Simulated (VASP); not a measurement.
Be3Pd, 4 atoms in the cell. Symmetry: I4/mmm, No. 139, tetragonal system. The conventional cell has a = 3.343 Å, b = 3.343 Å, c = 7.251 Å, α = 90.00°, β = 90.00°, γ = 90.00°. Be (site symmetry -4m2) has 8 Be at 2.36 to 2.47 Å and 4 Pd at 2.47 Å within 3.1 Å. Be (site symmetry 4/mmm) has 4 Pd at 2.36 Å and 8 Be at 2.47 Å within 3.1 Å. Within 3.1 Å of Pd (site symmetry 4/mmm) lie 12 Be at 2.36 to 2.47 Å. 

* Program: VASP 6.6.1
* Task: single point
* Functional: r2SCAN
* Potentials or basis: VASP PAW PBE potentials, release 64 (Be, Pd)
* Cutoff: 520 eV
* k mesh: 10 × 10 × 10
* Occupations: fermi-dirac, width 0.1 eV
* Spin: no spin polarisation
* Dipole correction: no
* Further INCAR settings: ALGO = Normal; EDIFF = 1e-06; NBANDS = 16

Potentials or basis: VASP PAW PBE potentials, release 64 (Be, Pd).

Run with:

```bash
$ cat potpaw_PBE.64/Be/POTCAR potpaw_PBE.64/Pd/POTCAR > POTCAR
$ cp INCAR.step1 INCAR
$ mpirun -np 1 vasp_std > vasp.out
$ cp INCAR.step2 INCAR
$ mpirun -np 1 vasp_std > vasp.out
```

Hardware: 1 thread of AMD EPYC 9R45 96-Core Processor (Zen 5), on a shared host.

Question: How long does it take, and how much memory?

Answer: It took 2 min on 1 thread of AMD EPYC 9R45 96-Core Processor (Zen 5), with other jobs on the host, peak memory 0.2 GiB. Counts: k points 102.
